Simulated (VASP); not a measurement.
**HRh8: single point with PBE+D3(BJ)**

HRh8, a slab with vacuum:

```
Rh H
1.0
     5.36502    0.00000    0.00000
     0.00000    3.79364    0.00000
     0.00000    0.00000   21.24008
Rh H
8 1
Direct
  0.25000 0.50000 0.18832
  0.75000 0.50000 0.18832
  0.00000 0.00000 0.25147
  0.50000 0.00000 0.25147
  0.25000 0.50000 0.31535
  0.75000 0.50000 0.31535
  0.00000 0.00000 0.37383
  0.50000 0.00000 0.37383
  0.00000 0.50000 0.52919
```

```
Program             : VASP 6.6.1
Task                : single point
Functional          : PBE
Dispersion          : D3(BJ)
Potentials or basis : VASP PAW PBE potentials, release 64 (Rh_pv, H)
Cutoff              : 520 eV
k mesh              : 5 × 7 × 1
Occupations         : gaussian, width 0.1 eV
Spin                : no spin polarisation
```

```
Largest force              : 0.626 eV/Å
Dispersion energy per atom : -0.344 eV
```

Forces on the atoms (eV/Å):
```
Rh  -0.006  0.000  0.626
Rh   0.006  0.000  0.626
Rh   0.000  0.000 -0.561
Rh   0.000  0.000 -0.517
Rh   0.023  0.000 -0.075
Rh  -0.023  0.000 -0.075
Rh   0.000  0.000  0.450
Rh   0.000  0.000  0.024
H    0.000  0.000 -0.497
```

Levels at points of the mesh, in eV from the Fermi level:
| k point | band 56 | band 57 | band 58 | band 59 | band 60 | band 61 | band 62 | band 63 |
| --- | --- | --- | --- | --- | --- | --- | --- | --- |
| (0.00, 0.00, 0.00) | -0.35 | -0.09 | -0.07 | 0.01 | 0.09 | 0.17 | 0.29 | 0.33 |

It took 8.2 min on 1 thread of Intel(R) Xeon(R) 6975P-C (Granite Rapids), on a shared host, peak memory 0.54 GiB.
